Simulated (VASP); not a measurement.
# CdTe (I-4m2) in VASP: single point with PBE

Aim: the single point of CdTe with PBE.

Everything below comes from runs of VASP 6.6.1. Logs are shortened: lines on timing, memory, paths and dates and some standing lists are left out, and cuts for length are marked.

**1. The cell of the first run**

It takes space group I-4m2 (No. 119, tetragonal). Conventional cell: a = 4.639 Å, b = 4.639 Å, c = 6.895 Å, α = 90.00°, β = 90.00°, γ = 90.00°. Within 3.8 Å of Cd (site symmetry -4m2) lie 4 Te at 2.89 Å. Within 3.8 Å of Te (site symmetry -4m2) lie 4 Cd at 2.89 Å.

**2. Single point, PBE (uniaxial x strain +5.1%)**

INCAR

```
  PREC = Accurate
  ENCUT = 520
  EDIFF = 1E-6
  ISMEAR = -1
  SIGMA = 0.02
  LREAL = False
  LASPH = True
  NELM = 100
  ALGO = Normal
  ISIF = 2
  LWAVE = False
  LCHARG = False
  GGA = PE
  NBANDS = 16
```

KPOINTS

```
Automatic mesh
0
Gamma
  6 6 6
```

POSCAR

```
CdTe
1.0
    0.0000000000      3.2799551172      3.2799551172
    3.4475608237      0.0000000000      3.2799551172
    3.4475608237      3.2799551172      0.0000000000
Cd Te
1 1
Direct
    0.0000000000      0.0000000000      0.0000000000
    0.2500000000      0.2500000000      0.2500000000
```

Potentials or basis: VASP PAW PBE potentials, release 64 (Cd, Te).

Started as:

```console
$ cat potpaw_PBE.64/Cd/POTCAR potpaw_PBE.64/Te/POTCAR > POTCAR
$ mpirun -np 1 vasp_std > vasp.out
```

OUTCAR:

```text
PREC = Accurate
   ENCUT = 520
   EDIFF = 1E-6
   ISMEAR = -1
   LREAL = False
   LASPH = True
   NELM = 100
   ISIF = 2
   GGA = PE

 ion  position               nearest neighbor table
   1  0.000  0.000  0.000-   2 2.89   2 2.89   2 2.89   2 2.89
   2  0.250  0.250  0.250-   1 2.89   1 2.89   1 2.89   1 2.89

  LATTYP: Found a body centered tetragonal cell.
 ALAT       =     4.6385570107
 C/A-ratio  =     1.4864798754

  Lattice vectors:

 A1 = (   3.4475608237,   0.0000000000,   3.2799551172)
 A2 = (   3.4475608237,   0.0000000000,  -3.2799551172)
 A3 = (  -3.4475608237,   3.2799551172,   0.0000000000)

Analysis of symmetry for initial positions (statically):
=====================================================================
 Subroutine PRICEL returns:
 Original cell was already a primitive cell.

 Routine SETGRP: Setting up the symmetry group for a
 body centered tetragonal supercell.

 Subroutine GETGRP returns: Found  8 space group operations
 (whereof  8 operations were pure point group operations)
 out of a pool of 16 trial point group operations.

The static configuration has the point symmetry D_2d.

Analysis of symmetry for dynamics (positions and initial velocities):
=====================================================================
 Subroutine PRICEL returns:
 Original cell was already a primitive cell.

 Routine SETGRP: Setting up the symmetry group for a
 body centered tetragonal supercell.

 Subroutine GETGRP returns: Found  8 space group operations
 (whereof  8 operations were pure point group operations)
 out of a pool of 16 trial point group operations.

The dynamic configuration has the point symmetry D_2d.

 Subroutine INISYM returns: Found  8 space group operations
 (whereof  8 operations are pure point group operations),
 and found     1 'primitive' translations

----------------------------------------------------------------------------------------

                                     Primitive cell

  volume of cell :      74.1784

  direct lattice vectors                    reciprocal lattice vectors
     0.000000000  3.279955117  3.279955117    -0.145030074  0.152441110  0.152441110
     3.447560824  0.000000000  3.279955117     0.145030074 -0.152441110  0.152441110
     3.447560824  3.279955117  0.000000000     0.145030074  0.152441110 -0.152441110

  length of vectors
     4.638557011  4.758548224  4.758548224     0.259827455  0.259827455  0.259827455

[... 73 lines left out ...]
   ICHARG =      2    charge: 1-file 2-atom 10-const
   ISPIN  =      1    spin polarized calculation?
   LNONCOLLINEAR =      F non collinear calculations
   LSORBIT =      F    spin-orbit coupling
   LASPH  =      T    aspherical Exc in radial PAW
   ENCUT  =  520.0 eV  38.22 Ry    6.18 a.u.   8.62  8.85  8.85*2*pi/ulx,y,z
   NELM   =    100;   NELMIN=  2; NELMDL= -5     # of ELM steps
   EDIFF  = 0.1E-05   stopping-criterion for ELM
   LREAL  =      F    real-space projection
   EDIFFG = 0.1E-04   stopping-criterion for IOM
   NSW    =      0    number of steps for IOM
   IBRION =     -1    ionic relax: 0-MD 1-quasi-New 2-CG
   NFREE  =      0    steps in history (QN), initial steepest desc. (CG)
   ISIF   =      2    stress and relaxation
   ISYM   =      2    0-nonsym 1-usesym 2-fastsym
   POTIM  = 0.5000    time-step for ionic-motion
   TEBEG  =    0.0;   TEEND  =   0.0 temperature during run
   PSTRESS=    0.0 pullay stress
   NELECT =      18.0000    total number of electrons
   NUPDOWN=      -1.0000    fix difference up-down
   EMIN   =  10.00;   EMAX   =-10.00  energy-range for DOS
   EFERMI =   0.00;   METHOD = LEGACY
   ISMEAR =    -1;   SIGMA  =   0.02  broadening in eV -4-tet -1-fermi 0-gaus
   EFERMI_NEDOS =   21; number of points for ismear=-14 and -15
   IALGO  =     38    algorithm
   IMIX   =      4    mixing-type and parameters
     AMIX     =   0.40;   BMIX     =  1.00
     AMIX_MAG =   1.60;   BMIX_MAG =  1.00
  volume/ion in A,a.u.               =      37.09       250.29
  Fermi-wavevector in a.u.,A,eV,Ry     =   1.021111  1.929621 14.186364  1.042668
  Thomas-Fermi vector in A             =   2.154718
   LORBIT       =      0    0 simple, 1 ext, 2 COOP (PROOUT), +10 PAW based schemes
   GGA     = PE    functional components
   LHFCALC =     F    Hartree Fock is set to
   AEXX    =    0.0000 exact exchange contribution
   IVDW    =     0    specifies the selected vdW correction
   LEPSILON=     F    determine dielectric tensor
   LRPA    =     F    only Hartree local field effects (RPA)
 non-spin polarized calculation
  energy-cutoff  :      520.00
  volume of cell :       74.18
 maximum number of plane-waves:      2029
 NGX is ok and might be reduce to    36
   NGX = 17   NGY = 17   NGZ = 17

 number of electron      18.0000001 magnetization

 Free energy of the ion-electron system (eV)
  ---------------------------------------------------
  ext. energy  EPLUGINS =         0.00000000
  ---------------------------------------------------
  free energy    TOTEN  =        -4.79716049 eV

  energy without entropy =       -4.79716041  energy(sigma->0) =       -4.79716045

 E-fermi :   1.8921     XC(G=0):  -8.2095

 val. band max:        1.6607357285   @ k =   0.0000   0.0000   0.0000
 cond. band min:       2.1096753516   @ k =   0.0000   0.0000   0.0000
 fundamental gap:      0.4489396230
 Fermi energy:         1.8921423860

 k-point     1 :       0.0000    0.0000    0.0000
  band No.  band energies     occupation
      1      -9.1065      2.00000
      2      -6.4312      2.00000
      3      -6.4187      2.00000
      4      -6.4187      2.00000
      5      -6.2234      2.00000
      6      -6.2215      2.00000
[... 433 lines left out ...]
      3      -6.3252      2.00000
      4      -6.2447      2.00000
      5      -6.2177      2.00000
      6      -5.8051      2.00000
[... 8 lines left out ...]
     15      12.0022      0.00000
     16      12.8275      0.00000

 [... further k-points ...]
[... 5 lines left out ...]
  --------------------------------------------------------------------------------------
  -------------------------------------------------------------------------------------
  Total       -0.6029006     -0.1764083     -0.1764083      0.0000000      0.0000000      0.0000000
  in kB      -13.0220259     -3.8102368     -3.8102368      0.0000000      0.0000000      0.0000000
  external PRESSURE =      -6.8808332 kB  Pullay stress =       0.0000000 kB

 VOLUME and BASIS-vectors are now :
 -----------------------------------------------------------------------------
  energy-cutoff  :      520.00
  volume of cell :       74.18
      direct lattice vectors                 reciprocal lattice vectors
     0.000000000  3.279955117  3.279955117    -0.145030074  0.152441110  0.152441110
     3.447560824  0.000000000  3.279955117     0.145030074 -0.152441110  0.152441110
     3.447560824  3.279955117  0.000000000     0.145030074  0.152441110 -0.152441110

 POSITION                                       TOTAL-FORCE (eV/Angst)
 -----------------------------------------------------------------------------------
      0.00000      0.00000      0.00000        -0.000000     -0.000000     -0.000000
      1.72378      1.63998      1.63998         0.000000      0.000000      0.000000
 -----------------------------------------------------------------------------------
    total drift:                               -0.000001     -0.000000     -0.000001

  FREE ENERGIE OF THE ION-ELECTRON SYSTEM (eV)
  ---------------------------------------------------
  free  energy   TOTEN  =        -4.7971604913 eV

  energy  without entropy=       -4.7971604057  energy(sigma->0) =       -4.79716045
```

OSZICAR:

```text
N       E                     dE             d eps       ncg     rms          rms(c)
DAV:   1     0.100922167865E+03    0.10092E+03   -0.81067E+03   960   0.962E+02
DAV:   2    -0.134451310040E+01   -0.10227E+03   -0.97468E+02  1160   0.234E+02
DAV:   3    -0.500298132716E+01   -0.36585E+01   -0.36542E+01  1184   0.461E+01
DAV:   4    -0.503818639230E+01   -0.35205E-01   -0.35204E-01  1520   0.392E+00
DAV:   5    -0.503829906898E+01   -0.11268E-03   -0.11268E-03  1208   0.191E-01    0.469E+00
DAV:   6    -0.481098482081E+01    0.22731E+00   -0.38352E-01  1104   0.687E+00    0.398E+00
DAV:   7    -0.479570461248E+01    0.15280E-01   -0.10039E-01  1152   0.200E+00    0.159E+00
DAV:   8    -0.479669569293E+01   -0.99108E-03   -0.96115E-03  1096   0.108E+00    0.429E-01
DAV:   9    -0.479706454014E+01   -0.36885E-03   -0.10148E-03  1232   0.308E-01    0.894E-02
DAV:  10    -0.479711783863E+01   -0.53298E-04   -0.10762E-04  1248   0.102E-01    0.544E-02
DAV:  11    -0.479716132631E+01   -0.43488E-04   -0.80547E-05  1128   0.514E-02    0.350E-02
DAV:  12    -0.479716049127E+01    0.83504E-06   -0.30249E-06  1216   0.124E-02
   1 F= -.47971605E+01 E0= -.47971604E+01  d E =-.855784E-07
```

stdout:

```text
POSCAR found type information on POSCAR CdTe
 POSCAR found :  2 types and       2 ions
 scaLAPACK will be used
 LDA part: xc-table for (Slater+PW92), standard interpolation
 POSCAR, INCAR and KPOINTS ok, starting setup
 FFT: planning ... GRIDC
 FFT: planning ... GRID_SOFT
 FFT: planning ... GRID
 WAVECAR not read
 entering main loop
```

Run time: 48 s. Hardware: 1 thread of Intel Xeon Platinum 8488C (Sapphire Rapids), shared host; peak memory 0.22 GiB.

Results:

* Free energy: -4.7972 eV
* Pressure: -0.7 GPa
* Band gap on the k mesh: 0.45 eV, direct

Stress tensor (GPa, compression positive):
```
-1.30  0.00  0.00
 0.00 -0.38  0.00
 0.00  0.00 -0.38
```

Caveat: the cell differs from its parent crystal (uniaxial x strain +5.1%); spin-orbit coupling is left out, which moves the levels of the heavy elements.
